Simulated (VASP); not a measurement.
# TiB4Mo (P6/mmm) in VASP: single point with LDA

Aim: the single point of TiB4Mo with LDA.

All numbers are computed with VASP 6.6.1; they aren't measurements. Logs are shortened: lines on timing, memory, paths and dates and some standing lists are left out, and cuts for length are marked.

**1. The cell of the first run**

It takes space group P6/mmm (No. 191, hexagonal). The conventional cell has a = 3.053 Å, b = 3.053 Å, c = 6.451 Å, α = 90.00°, β = 90.00°, γ = 120.00°. Ti (site symmetry 6/mmm) has 12 B at 2.36 Å and 6 Ti at 3.05 Å within 3.1 Å. B (site symmetry 3m) has 3 B at 1.76 Å within 2.3 Å. Mo (site symmetry 6/mmm) has 12 B at 2.42 Å and 6 Mo at 3.05 Å within 3.2 Å.

**2. Single point, LDA**

File INCAR:

```
PREC = Accurate ; ENCUT = 500
EDIFF = 1E-6 ; ISMEAR = 0
SIGMA = 0.05 ; LREAL = F
LASPH = T ; NELM = 120
ALGO = Normal ; ISIF = 2
LWAVE = F ; LCHARG = F
GGA = CA ; NBANDS = 28
GGA_COMPAT = F
```

File KPOINTS:

```
regular mesh
0
Gamma
  8 8 4
```

File POSCAR:

```
TiB4Mo
1.0
    3.0531438900      0.0000000000      0.0000000000
   -1.5265719400      2.6441001700      0.0000000000
    0.0000000000      0.0000000000      6.4505920000
Ti B Mo
1 4 1
Direct
    0.0000000000      0.0000000000      0.5000000000
    0.3333333300      0.6666666700      0.7438020000
    0.3333333300      0.6666666700      0.2561980000
    0.6666666700      0.3333333300      0.7438020000
    0.6666666700      0.3333333300      0.2561980000
    0.0000000000      0.0000000000      0.0000000000
```

Potentials or basis: VASP PAW LDA potentials, release 64 (Ti_sv, B, Mo_sv).

The run is started by

```
> cat potpaw_LDA.64/Ti_sv/POTCAR potpaw_LDA.64/B/POTCAR potpaw_LDA.64/Mo_sv/POTCAR > POTCAR
> mpirun -np 1 vasp_std > vasp.out
```

OUTCAR:

```text
PREC = Accurate
   ENCUT = 500
   EDIFF = 1E-6
   ISMEAR = 0
   LREAL = F
   LASPH = T
   NELM = 120
   ISIF = 2
   GGA = CA

 ion  position               nearest neighbor table
   1  0.000  0.000  0.500-   2 2.36   3 2.36   4 2.36   5 2.36   2 2.36   3 2.36   4 2.36   5 2.36
                             4 2.36   5 2.36   2 2.36   3 2.36
   2  0.333  0.667  0.744-   4 1.76   4 1.76   4 1.76   1 2.36   1 2.36   1 2.36   6 2.42   6 2.42
                             6 2.42
   3  0.333  0.667  0.256-   5 1.76   5 1.76   5 1.76   1 2.36   1 2.36   1 2.36   6 2.42   6 2.42
                             6 2.42
   4  0.667  0.333  0.744-   2 1.76   2 1.76   2 1.76   1 2.36   1 2.36   1 2.36   6 2.42   6 2.42
                             6 2.42
   5  0.667  0.333  0.256-   3 1.76   3 1.76   3 1.76   1 2.36   1 2.36   1 2.36   6 2.42   6 2.42
                             6 2.42
   6  0.000  0.000  0.000-   2 2.42   3 2.42   4 2.42   5 2.42   2 2.42   3 2.42   4 2.42   5 2.42
                             4 2.42   5 2.42   2 2.42   3 2.42

  LATTYP: Found a hexagonal cell.
 ALAT       =     3.0531438900
 C/A-ratio  =     2.1127703876

  Lattice vectors:

 A1 = (   3.0531438900,   0.0000000000,   0.0000000000)
 A2 = (  -1.5265719400,   2.6441001700,   0.0000000000)
 A3 = (   0.0000000000,   0.0000000000,   6.4505920000)

Analysis of symmetry for initial positions (statically):
=====================================================================
 Subroutine PRICEL returns:
 Original cell was already a primitive cell.

 Routine SETGRP: Setting up the symmetry group for a
 hexagonal supercell.

 Subroutine GETGRP returns: Found 24 space group operations
 (whereof 24 operations were pure point group operations)
 out of a pool of 24 trial point group operations.

The static configuration has the point symmetry D_6h.

Analysis of symmetry for dynamics (positions and initial velocities):
=====================================================================
 Subroutine PRICEL returns:
 Original cell was already a primitive cell.

 Routine SETGRP: Setting up the symmetry group for a
 hexagonal supercell.

 Subroutine GETGRP returns: Found 24 space group operations
 (whereof 24 operations were pure point group operations)
 out of a pool of 24 trial point group operations.

The dynamic configuration has the point symmetry D_6h.

 Subroutine INISYM returns: Found 24 space group operations
 (whereof 24 operations are pure point group operations),
 and found     1 'primitive' translations

----------------------------------------------------------------------------------------

                                     Primitive cell

  volume of cell :      52.0745

  direct lattice vectors                    reciprocal lattice vectors
     3.053143890  0.000000000  0.000000000     0.327531239  0.189100248  0.000000000
    -1.526571940  2.644100170  0.000000000     0.000000000  0.378200498  0.000000000
     0.000000000  0.000000000  6.450592000     0.000000000  0.000000000  0.155024531

  length of vectors
     3.053143890  3.053143887  6.450592000     0.378200497  0.378200498  0.155024531

  position of ions in fractional coordinates (direct lattice)
     0.000000000  0.000000000  0.500000000
     0.333333330  0.666666670  0.743802000
     0.333333330  0.666666670  0.256198000
     0.666666670  0.333333330  0.743802000
     0.666666670  0.333333330  0.256198000
     0.000000000  0.000000000  0.000000000

  ion indices of the primitive-cell ions
   primitive index   ion index
                 1           1
                 2           2
                 3           3
                 4           4
                 5           5
                 6           6

----------------------------------------------------------------------------------------

 KPOINTS: regular mesh

Automatic generation of k-mesh.
 Grid dimensions read from file:
 generate k-points for:    8    8    4

 Generating k-lattice:

  Cartesian coordinates                     Fractional coordinates (reciprocal lattice)
     0.040941405  0.023637531  0.000000000     0.125000000  0.000000000  0.000000000
     0.000000000  0.047275062  0.000000000     0.000000000  0.125000000  0.000000000
     0.000000000  0.000000000  0.038756133     0.000000000  0.000000000  0.250000000

  Length of vectors
     0.047275062  0.047275062  0.038756133

  Shift w.r.t. Gamma in fractional coordinates (k-lattice)
     0.000000000  0.000000000  0.000000000

 Subroutine IBZKPT returns following result:
 ===========================================

 Found     30 irreducible k-points:

 Following reciprocal coordinates:
            Coordinates               Weight
  0.000000  0.000000  0.000000      1.000000
  0.125000  0.000000  0.000000      6.000000
  0.250000  0.000000  0.000000      6.000000
  0.375000  0.000000  0.000000      6.000000
  0.500000  0.000000  0.000000      3.000000
  0.125000  0.125000  0.000000      6.000000
[... 16 lines left out ...]
  0.250000  0.000000  0.500000      6.000000
  0.375000  0.000000  0.500000      6.000000
 [... further k-points ...]
   k-points           NKPTS =     30   k-points in BZ     NKDIM =     30   number of bands    NBANDS=     28
   number of dos      NEDOS =    301   number of ions     NIONS =      6
   total plane-waves  NPLWV =  27648
   dimension x,y,z NGX =    24 NGY =   24 NGZ =   48
   dimension x,y,z NGXF=    48 NGYF=   48 NGZF=   96
   ions per type =               1   4   1
   NGX,Y,Z   is equivalent  to a cutoff of  13.07, 13.07, 12.37 a.u.
   NGXF,Y,Z  is equivalent  to a cutoff of  26.14, 26.14, 24.74 a.u.
 SYSTEM =  unknown system
   PREC   = accura    normal or accurate (medium, high low for compatibility)
   ISTART =      0    job   : 0-new  1-cont  2-samecut
   ICHARG =      2    charge: 1-file 2-atom 10-const
   ISPIN  =      1    spin polarized calculation?
   LNONCOLLINEAR =      F non collinear calculations
   LSORBIT =      F    spin-orbit coupling
   LASPH  =      T    aspherical Exc in radial PAW
   ENCUT  =  500.0 eV  36.75 Ry    6.06 a.u.   5.57  5.57 11.76*2*pi/ulx,y,z
   NELM   =    120;   NELMIN=  2; NELMDL= -5     # of ELM steps
   EDIFF  = 0.1E-05   stopping-criterion for ELM
   LREAL  =      F    real-space projection
   EDIFFG = 0.1E-04   stopping-criterion for IOM
   NSW    =      0    number of steps for IOM
   IBRION =     -1    ionic relax: 0-MD 1-quasi-New 2-CG
   NFREE  =      0    steps in history (QN), initial steepest desc. (CG)
   ISIF   =      2    stress and relaxation
   ISYM   =      2    0-nonsym 1-usesym 2-fastsym
   POTIM  = 0.5000    time-step for ionic-motion
   TEBEG  =    0.0;   TEEND  =   0.0 temperature during run
   PSTRESS=    0.0 pullay stress
   NELECT =      38.0000    total number of electrons
   NUPDOWN=      -1.0000    fix difference up-down
   EMIN   =  10.00;   EMAX   =-10.00  energy-range for DOS
   EFERMI =   0.00;   METHOD = LEGACY
   ISMEAR =     0;   SIGMA  =   0.05  broadening in eV -4-tet -1-fermi 0-gaus
   EFERMI_NEDOS =   21; number of points for ismear=-14 and -15
   IALGO  =     38    algorithm
   IMIX   =      4    mixing-type and parameters
     AMIX     =   0.40;   BMIX     =  1.00
     AMIX_MAG =   1.60;   BMIX_MAG =  1.00
  volume/ion in A,a.u.               =       8.68        58.57
  Fermi-wavevector in a.u.,A,eV,Ry     =   1.473877  2.785223 29.556101  2.172312
  Thomas-Fermi vector in A             =   2.588716
   LORBIT       =      0    0 simple, 1 ext, 2 COOP (PROOUT), +10 PAW based schemes
   GGA     = CA    functional components
   LHFCALC =     F    Hartree Fock is set to
   AEXX    =    0.0000 exact exchange contribution
   IVDW    =     0    specifies the selected vdW correction
   LEPSILON=     F    determine dielectric tensor
   LRPA    =     F    only Hartree local field effects (RPA)
 non-spin polarized calculation
 Gauss-broadening in eV      SIGMA  =   0.05
  energy-cutoff  :      500.00
  volume of cell :       52.07
 maximum number of plane-waves:      1368
 NGX is ok and might be reduce to    24
   NGX = 11   NGY = 11   NGZ = 23

 number of electron      37.9999999 magnetization

 Free energy of the ion-electron system (eV)
  ---------------------------------------------------
  ext. energy  EPLUGINS =         0.00000000
  ---------------------------------------------------
  free energy    TOTEN  =       -55.02665302 eV

  energy without entropy =      -55.02246804  energy(sigma->0) =      -55.02456053

 E-fermi :  11.4209     XC(G=0): -13.2360

 val. band max:       11.4100950230   @ k =   0.2500   0.2500   0.0000
 cond. band min:      11.4252334495   @ k =   0.1250   0.0000   0.2500
 fundamental gap:      0.0151384265
 Fermi energy:        11.4208916165

 k-point     1 :       0.0000    0.0000    0.0000
  band No.  band energies     occupation
      1     -50.1513      2.00000
      2     -45.1348      2.00000
      3     -24.6613      2.00000
      4     -24.1457      2.00000
      5     -24.1457      2.00000
      6     -22.0288      2.00000
[... 20 lines left out ...]
     27      16.1790      0.00000
     28      16.1791      0.00000

 k-point     2 :       0.1250    0.0000    0.0000
  band No.  band energies     occupation
      1     -50.1419      2.00000
      2     -45.1270      2.00000
      3     -24.6460      2.00000
      4     -24.2285      2.00000
      5     -24.1647      2.00000
      6     -22.0171      2.00000
[... 20 lines left out ...]
     27      17.0630      0.00000
     28      17.3014      0.00000

 k-point     3 :       0.2500    0.0000    0.0000
  band No.  band energies     occupation
      1     -50.1191      2.00000
      2     -45.1081      2.00000
      3     -24.6088      2.00000
      4     -24.4246      2.00000
      5     -24.2103      2.00000
      6     -21.9887      2.00000
[... 20 lines left out ...]
     27      17.7650      0.00000
     28      17.7693      0.00000

 k-point     4 :       0.3750    0.0000    0.0000
  band No.  band energies     occupation
      1     -50.0962      2.00000
      2     -45.0891      2.00000
      3     -24.6155      2.00000
      4     -24.5715      2.00000
      5     -24.2555      2.00000
      6     -21.9601      2.00000
[... 578 lines left out ...]
     27      17.2490      0.00000
     28      17.7696      0.00000

 k-point    23 :       0.2500    0.0000    0.5000
  band No.  band energies     occupation
      1     -50.1191      2.00000
      2     -45.1081      2.00000
      3     -24.6048      2.00000
      4     -24.4245      2.00000
      5     -24.2103      2.00000
      6     -21.9951      2.00000
[... 20 lines left out ...]
     27      16.6841      0.00000
     28      17.0936      0.00000

 k-point    24 :       0.3750    0.0000    0.5000
  band No.  band energies     occupation
      1     -50.0962      2.00000
      2     -45.0891      2.00000
      3     -24.6154      2.00000
      4     -24.5677      2.00000
      5     -24.2554      2.00000
      6     -21.9660      2.00000
[... 20 lines left out ...]
     27      16.0492      0.00000
     28      16.4770      0.00000

 [... further k-points ...]
[... 5 lines left out ...]
  --------------------------------------------------------------------------------------
  -------------------------------------------------------------------------------------
  Total       -3.9577387     -3.9577387     -4.0380520     -0.0000000     -0.0000000      0.0000000
  in kB     -121.7679364   -121.7679364   -124.2389408     -0.0000002     -0.0000000      0.0000000
  external PRESSURE =    -122.5916045 kB  Pullay stress =       0.0000000 kB

 VOLUME and BASIS-vectors are now :
 -----------------------------------------------------------------------------
  energy-cutoff  :      500.00
  volume of cell :       52.07
      direct lattice vectors                 reciprocal lattice vectors
     3.053143890  0.000000000  0.000000000     0.327531239  0.189100248  0.000000000
    -1.526571940  2.644100170  0.000000000     0.000000000  0.378200498  0.000000000
     0.000000000  0.000000000  6.450592000     0.000000000  0.000000000  0.155024531

 POSITION                                       TOTAL-FORCE (eV/Angst)
 -----------------------------------------------------------------------------------
      0.00000      0.00000      3.22530        -0.000000      0.000000      0.000000
     -0.00000      1.76273      4.79796         0.000000     -0.000000      0.058479
     -0.00000      1.76273      1.65263         0.000000      0.000000     -0.058479
      1.52657      0.88137      4.79796        -0.000000      0.000000      0.058479
      1.52657      0.88137      1.65263        -0.000000      0.000000     -0.058479
      0.00000      0.00000      0.00000        -0.000000      0.000000      0.000000
 -----------------------------------------------------------------------------------
    total drift:                                0.000000     -0.000000      0.000000

  FREE ENERGIE OF THE ION-ELECTRON SYSTEM (eV)
  ---------------------------------------------------
  free  energy   TOTEN  =       -55.0266530155 eV

  energy  without entropy=      -55.0224680368  energy(sigma->0) =      -55.02456053
```

Run time: 17 s. Hardware: 1 thread of Intel Xeon 6975P-C (Granite Rapids), shared host; peak memory 0.17 GiB.

What came out:

- Free energy: -55.0267 eV
- Pressure: -12.3 GPa
- Largest force: 0.058 eV/Å
- Band gap on the k mesh: zero (band 19 reaches 12.11 eV, above the bottom of band 20 at 10.46 eV)

Forces on the atoms (eV/Å):
```
Ti   0.000  0.000  0.000
B    0.000  0.000  0.058
B    0.000  0.000 -0.058
B    0.000  0.000  0.058
B    0.000  0.000 -0.058
Mo   0.000  0.000  0.000
```

Stress tensor (GPa, compression positive):
```
-12.18   0.00   0.00
  0.00 -12.18   0.00
  0.00   0.00 -12.42
```

Levels at points of the mesh, in eV from the Fermi level:
| k point | band 17 | band 18 | band 19 | band 20 | band 21 | band 22 |
| --- | --- | --- | --- | --- | --- | --- |
| (0.00, 0.00, 0.00) | -1.83 | -1.51 | -1.51 | -0.96 | -0.96 | 0.78 |
| (0.50, 0.00, 0.00) | -3.69 | -3.58 | 0.12 | 1.42 | 1.51 | 2.35 |
| (0.00, 0.00, 0.50) | -1.54 | -1.43 | -1.43 | -0.10 | -0.04 | -0.04 |
| (0.50, 0.00, 0.50) | -3.64 | -3.22 | 0.47 | 0.99 | 1.43 | 1.64 |
